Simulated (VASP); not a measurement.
# Re (P6_3/mmc) in VASP: single point with LDA

Aim: the single point of Re with LDA.

Everything below comes from runs of VASP 6.6.1. Logs are shortened: lines on timing, memory, paths and dates and some standing lists are left out, and cuts for length are marked.

## Step 1: The cell of the first run

Symmetry: P6_3/mmc, No. 194, hexagonal system. Conventional cell: a = 2.700 Å, b = 2.700 Å, c = 4.343 Å, α = 90.00°, β = 90.00°, γ = 120.00°. Within 3.5 Å of Re (site symmetry -6m2) lie 12 Re at 2.67 to 2.70 Å.

## Step 2: Single point, LDA

Contents of INCAR:

```
SYSTEM = Re
PREC = Accurate ; ENCUT = 500
EDIFF = 1E-6 ; ISMEAR = -1
SIGMA = 0.1 ; LREAL = .False.
LASPH = .True. ; NELM = 120
ALGO = Normal ; ISIF = 2
LWAVE = .False. ; LCHARG = .False.
NBANDS = 22 ; GGA_COMPAT = .False.
```

Contents of KPOINTS:

```
Automatic mesh
0
Gamma
  9 9 5
  0 0 0
```

Contents of POSCAR:

```
Re
1.0
    2.7004046971      0.0000000000      0.0000000000
   -1.3502023486      2.3386190682      0.0000000000
    0.0000000000      0.0000000000      4.3425128338
Re
2
Direct
    0.3333333333      0.6666666667      0.2500000000
    0.6666666667      0.3333333333      0.7500000000
```

Potentials or basis: VASP PAW LDA potentials, release 64 (Re_sv_GW).

Launch:

```bash
cat potpaw_LDA.64/Re_sv_GW/POTCAR > POTCAR
mpirun -np 1 vasp_std > vasp.out
```

OUTCAR:

```text
SYSTEM = Re
   PREC = Accurate
   ENCUT = 500
   EDIFF = 1E-6
   ISMEAR = -1
   LREAL = .False.
   LASPH = .True.
   NELM = 120
   ISIF = 2

 ion  position               nearest neighbor table
   1  0.333  0.667  0.250-   2 2.67   2 2.67   2 2.67   2 2.67   2 2.67   2 2.67
   2  0.667  0.333  0.750-   1 2.67   1 2.67   1 2.67   1 2.67   1 2.67   1 2.67

  LATTYP: Found a hexagonal cell.
 ALAT       =     2.7004046971
 C/A-ratio  =     1.6080970524

  Lattice vectors:

 A1 = (   2.7004046971,   0.0000000000,   0.0000000000)
 A2 = (  -1.3502023486,   2.3386190682,   0.0000000000)
 A3 = (   0.0000000000,   0.0000000000,   4.3425128338)

Analysis of symmetry for initial positions (statically):
=====================================================================
 Subroutine PRICEL returns:
 Original cell was already a primitive cell.

 Routine SETGRP: Setting up the symmetry group for a
 hexagonal supercell.

 Subroutine GETGRP returns: Found 24 space group operations
 (whereof 12 operations were pure point group operations)
 out of a pool of 24 trial point group operations.

The static configuration has the point symmetry D_3d.
 The point group associated with its full space group is D_6h.

Analysis of symmetry for dynamics (positions and initial velocities):
=====================================================================
 Subroutine PRICEL returns:
 Original cell was already a primitive cell.

 Routine SETGRP: Setting up the symmetry group for a
 hexagonal supercell.

 Subroutine GETGRP returns: Found 24 space group operations
 (whereof 12 operations were pure point group operations)
 out of a pool of 24 trial point group operations.

The dynamic configuration has the point symmetry D_3d.
 The point group associated with its full space group is D_6h.

 Subroutine INISYM returns: Found 24 space group operations
 (whereof 12 operations are pure point group operations),
 and found     1 'primitive' translations

----------------------------------------------------------------------------------------

                                     Primitive cell

  volume of cell :      27.4239

  direct lattice vectors                    reciprocal lattice vectors
     2.700404697  0.000000000  0.000000000     0.370314865  0.213801387  0.000000000
    -1.350202349  2.338619068  0.000000000     0.000000000  0.427602774  0.000000000
     0.000000000  0.000000000  4.342512834     0.000000000  0.000000000  0.230281415

  length of vectors
     2.700404697  2.700404697  4.342512834     0.427602774  0.427602774  0.230281415

  position of ions in fractional coordinates (direct lattice)
     0.333333333  0.666666667  0.250000000
     0.666666667  0.333333333  0.750000000

  ion indices of the primitive-cell ions
   primitive index   ion index
                 1           1
                 2           2

----------------------------------------------------------------------------------------

 KPOINTS: Automatic mesh

Automatic generation of k-mesh.
 Grid dimensions read from file:
 generate k-points for:    9    9    5

 Generating k-lattice:

  Cartesian coordinates                     Fractional coordinates (reciprocal lattice)
     0.041146096  0.023755710  0.000000000     0.111111111  0.000000000  0.000000000
     0.000000000  0.047511419  0.000000000     0.000000000  0.111111111  0.000000000
     0.000000000  0.000000000  0.046056283     0.000000000  0.000000000  0.200000000

  Length of vectors
     0.047511419  0.047511419  0.046056283

  Shift w.r.t. Gamma in fractional coordinates (k-lattice)
     0.000000000  0.000000000  0.000000000

 Subroutine IBZKPT returns following result:
 ===========================================

 Found     36 irreducible k-points:

 Following reciprocal coordinates:
            Coordinates               Weight
  0.000000  0.000000  0.000000      1.000000
  0.111111  0.000000  0.000000      6.000000
  0.222222  0.000000  0.000000      6.000000
  0.333333  0.000000  0.000000      6.000000
  0.444444  0.000000  0.000000      6.000000
  0.111111  0.111111  0.000000      6.000000
[... 16 lines left out ...]
  0.333333  0.222222  0.200000     24.000000
  0.333333  0.333333  0.200000      4.000000
 [... further k-points ...]
   k-points           NKPTS =     36   k-points in BZ     NKDIM =     36   number of bands    NBANDS=     22
   number of dos      NEDOS =    301   number of ions     NIONS =      2
   total plane-waves  NPLWV =  12800
   dimension x,y,z NGX =    20 NGY =   20 NGZ =   32
   dimension x,y,z NGXF=    40 NGYF=   40 NGZF=   64
   ions per type =               2
   NGX,Y,Z   is equivalent  to a cutoff of  12.31, 12.31, 12.25 a.u.
   NGXF,Y,Z  is equivalent  to a cutoff of  24.63, 24.63, 24.50 a.u.
 SYSTEM =  Re
   PREC   = accura    normal or accurate (medium, high low for compatibility)
   ISTART =      0    job   : 0-new  1-cont  2-samecut
   ICHARG =      2    charge: 1-file 2-atom 10-const
   ISPIN  =      1    spin polarized calculation?
   LNONCOLLINEAR =      F non collinear calculations
   LSORBIT =      F    spin-orbit coupling
   LASPH  =      T    aspherical Exc in radial PAW
   ENCUT  =  500.0 eV  36.75 Ry    6.06 a.u.   4.92  4.92  7.92*2*pi/ulx,y,z
   NELM   =    120;   NELMIN=  2; NELMDL= -5     # of ELM steps
   EDIFF  = 0.1E-05   stopping-criterion for ELM
   LREAL  =      F    real-space projection
   EDIFFG = 0.1E-04   stopping-criterion for IOM
   NSW    =      0    number of steps for IOM
   IBRION =     -1    ionic relax: 0-MD 1-quasi-New 2-CG
   NFREE  =      0    steps in history (QN), initial steepest desc. (CG)
   ISIF   =      2    stress and relaxation
   ISYM   =      2    0-nonsym 1-usesym 2-fastsym
   POTIM  = 0.5000    time-step for ionic-motion
   TEBEG  =    0.0;   TEEND  =   0.0 temperature during run
   PSTRESS=    0.0 pullay stress
   NELECT =      30.0000    total number of electrons
   NUPDOWN=      -1.0000    fix difference up-down
   EMIN   =  10.00;   EMAX   =-10.00  energy-range for DOS
   EFERMI =   0.00;   METHOD = LEGACY
   ISMEAR =    -1;   SIGMA  =   0.10  broadening in eV -4-tet -1-fermi 0-gaus
   EFERMI_NEDOS =   21; number of points for ismear=-14 and -15
   IALGO  =     38    algorithm
   IMIX   =      4    mixing-type and parameters
     AMIX     =   0.40;   BMIX     =  1.00
     AMIX_MAG =   1.60;   BMIX_MAG =  1.00
  volume/ion in A,a.u.               =      13.71        92.53
  Fermi-wavevector in a.u.,A,eV,Ry     =   1.686833  3.187652 38.714095  2.845406
  Thomas-Fermi vector in A             =   2.769427
   LORBIT       =      0    0 simple, 1 ext, 2 COOP (PROOUT), +10 PAW based schemes
   GGA     = CA    functional components
   LHFCALC =     F    Hartree Fock is set to
   AEXX    =    0.0000 exact exchange contribution
   IVDW    =     0    specifies the selected vdW correction
   LEPSILON=     F    determine dielectric tensor
   LRPA    =     F    only Hartree local field effects (RPA)
 non-spin polarized calculation
  energy-cutoff  :      500.00
  volume of cell :       27.42
 maximum number of plane-waves:       711
 NGX is ok and might be reduce to    20
   NGX =  9   NGY =  9   NGZ = 15

 number of electron      29.9999997 magnetization

 Free energy of the ion-electron system (eV)
  ---------------------------------------------------
  ext. energy  EPLUGINS =         0.00000000
  ---------------------------------------------------
  free energy    TOTEN  =       -30.68915530 eV

  energy without entropy =      -30.63843209  energy(sigma->0) =      -30.66379370

 E-fermi :  14.0266     XC(G=0): -14.8438

 val. band max:       13.9374661039   @ k =   0.3333   0.2222   0.4000
 cond. band min:      14.0276014093   @ k =   0.3333   0.3333   0.0000
 fundamental gap:      0.0901353054
 Fermi energy:        14.0265747140

 k-point     1 :       0.0000    0.0000    0.0000
  band No.  band energies     occupation
      1     -65.3701      2.00000
      2     -65.1947      2.00000
      3     -28.3083      2.00000
      4     -26.9513      2.00000
      5     -26.9513      2.00000
      6     -26.7239      2.00000
[... 14 lines left out ...]
     21      24.9725      0.00000
     22      27.5629      0.00000

 k-point     2 :       0.1111    0.0000    0.0000
  band No.  band energies     occupation
      1     -65.3537      2.00000
      2     -65.1875      2.00000
      3     -28.2485      2.00000
      4     -27.0897      2.00000
      5     -26.9955      2.00000
      6     -26.8679      2.00000
[... 14 lines left out ...]
     21      24.9958      0.00000
     22      28.7726      0.00000

 k-point     3 :       0.2222    0.0000    0.0000
  band No.  band energies     occupation
      1     -65.3103      2.00000
      2     -65.1704      2.00000
      3     -28.0830      2.00000
      4     -27.4381      2.00000
      5     -27.2158      2.00000
      6     -27.1025      2.00000
[... 14 lines left out ...]
     21      24.6028      0.00000
     22      30.2159      0.00000

 k-point     4 :       0.3333    0.0000    0.0000
  band No.  band energies     occupation
      1     -65.2565      2.00000
      2     -65.1550      2.00000
      3     -27.8544      2.00000
      4     -27.8279      2.00000
      5     -27.5853      2.00000
      6     -27.2166      2.00000
[... 14 lines left out ...]
     21      25.5064      0.00000
     22      27.4123      0.00000

 k-point     5 :       0.4444    0.0000    0.0000
  band No.  band energies     occupation
      1     -65.2153      2.00000
      2     -65.1507      2.00000
      3     -28.0772      2.00000
      4     -27.8148      2.00000
      5     -27.6498      2.00000
      6     -27.2880      2.00000
[... 417 lines left out ...]
 k-point    22 :       0.2222    0.2222    0.2000
  band No.  band energies     occupation
      1     -65.2225      2.00000
      2     -65.1586      2.00000
      3     -27.9344      2.00000
      4     -27.8284      2.00000
      5     -27.4524      2.00000
      6     -27.3730      2.00000
[... 14 lines left out ...]
     21      25.1484      0.00000
     22      27.2576      0.00000

 k-point    23 :       0.3333    0.2222    0.2000
  band No.  band energies     occupation
      1     -65.1893      2.00000
      2     -65.1571      2.00000
      3     -27.9971      2.00000
      4     -27.8568      2.00000
      5     -27.5897      2.00000
      6     -27.3389      2.00000
[... 14 lines left out ...]
     21      25.0749      0.00000
     22      26.0475      0.00000

 k-point    24 :       0.3333    0.3333    0.2000
  band No.  band energies     occupation
      1     -65.1672      2.00000
      2     -65.1672      2.00000
      3     -27.8392      2.00000
      4     -27.8080      2.00000
      5     -27.8080      2.00000
      6     -27.4325      2.00000
[... 14 lines left out ...]
     21      24.6212      0.00000
     22      29.0070      0.00000

 [... further k-points ...]

------------------------ aborting loop because EDIFF is reached ----------------------------------------

  FORCE on cell =-STRESS in cart. coord.  units (eV):
  Direction    XX          YY          ZZ          XY          YZ          ZX
  --------------------------------------------------------------------------------------
  -------------------------------------------------------------------------------------
  Total        3.2814286      3.2814286      3.2746252     -0.0000000      0.0000000      0.0000000
  in kB      191.7097022    191.7097022    191.3122271     -0.0000000      0.0000000      0.0000000
  external PRESSURE =     191.5772105 kB  Pullay stress =       0.0000000 kB

 VOLUME and BASIS-vectors are now :
 -----------------------------------------------------------------------------
  energy-cutoff  :      500.00
  volume of cell :       27.42
      direct lattice vectors                 reciprocal lattice vectors
     2.700404697  0.000000000  0.000000000     0.370314865  0.213801387  0.000000000
    -1.350202349  2.338619068  0.000000000     0.000000000  0.427602774  0.000000000
     0.000000000  0.000000000  4.342512834     0.000000000  0.000000000  0.230281415

 POSITION                                       TOTAL-FORCE (eV/Angst)
 -----------------------------------------------------------------------------------
     -0.00000      1.55908      1.08563        -0.000000      0.000000      0.000000
      1.35020      0.77954      3.25688         0.000000     -0.000000      0.000000
 -----------------------------------------------------------------------------------
    total drift:                               -0.000000      0.000000     -0.000000

  FREE ENERGIE OF THE ION-ELECTRON SYSTEM (eV)
  ---------------------------------------------------
  free  energy   TOTEN  =       -30.6891553037 eV

  energy  without entropy=      -30.6384320906  energy(sigma->0) =      -30.66379370
```

It took 30 s on 1 thread of Intel Xeon Platinum 8375C at 2.90GHz (Ice Lake), shared host; peak memory 0.13 GiB.

Results:

- Free energy: -30.6892 eV
- Pressure: 19.2 GPa
- Band gap on the k mesh: zero (bands 15 and 16 overlap by 3.10 eV)

Levels at points of the mesh, in eV from the Fermi level:
```
           k point  band 12  band 13  band 14  band 15  band 16  band 17  band 18  band 19
(0.00, 0.00, 0.00)    -1.80    -1.73    -0.86    -0.86     0.12     0.12     1.00     3.66
```

Caveat: the cell stands under pressure; spin-orbit coupling is left out, which moves the levels of the heavy elements.

The gap in the log of VASP goes by the Fermi energy; the results here count the filled bands.